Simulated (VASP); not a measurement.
The system is HgTe.

```
CELL_PARAMETERS angstrom
-3.04560 3.04560 1.55941
3.04560 -3.04560 1.55941
3.04560 3.04560 -1.55941
ATOMIC_POSITIONS crystal
Hg 0.25000 0.75000 0.50000
Te 0.00000 0.00000 0.00000
```

| Property | Result |
| --- | --- |
| Program | VASP 6.6.1 |
| Task | relaxation of cell and atoms |
| Functional | PBEsol |
| Dispersion | D3(BJ) |
| Potentials or basis | VASP PAW PBE potentials, release 64 (Hg, Te) |
| Cutoff | 600 eV |
| k mesh | 6 × 6 × 6 |
| Occupations | fermi-dirac, width 0.05 eV |
| Spin | no spin polarisation |

At the start: pressure -5.4 GPa; volume 28.93 Å³/atom.

Task: How do energy, volume and symmetry change on relaxing?

Result: Over 13 steps the energy falls by 94.8 meV/atom and the volume is 25.83 Å³/atom (-10.7 %); space group I-4m2 (No. 119, to 0.05 Å).

The path:
```
step  energy change (eV)  largest force (eV/Å)  pressure (GPa)  volume (Å³)
   1              0.0000                0.0000           -5.39        57.86
   2             -0.1186                0.0000            1.66        50.09
   3             -0.1249                0.0000            0.02        51.33
   4             -0.1248                0.0000           -0.13        51.46
   5             -0.1316                0.0000           -0.17        51.34
   6             -0.1617                0.0000            0.07        50.95
   7             -0.1811                0.0000            1.87        50.06
   8             -0.1826                0.0000            1.47        50.24
   9             -0.1845                0.0000            1.30        50.42
  10             -0.1877                0.0000            0.89        50.93
  11             -0.1881                0.0000            0.74        51.18
  12             -0.1890                0.0000            0.48        51.35
  13             -0.1896                0.0000            0.02        51.66
```

Final structure:
```
CELL_PARAMETERS angstrom
-2.80708 2.80708 1.63906
2.80708 -2.80708 1.63906
2.80708 2.80708 -1.63906
ATOMIC_POSITIONS crystal
Hg 0.25000 0.75000 0.50000
Te 0.00000 0.00000 0.00000
```

Caveat: the k points lie up to 0.37 Å⁻¹ apart in the final cell; the PAW data sets were made with another functional, which shifts forces and pressure a little; pairwise dispersion overbinds metals, which lowers pressure and volume.
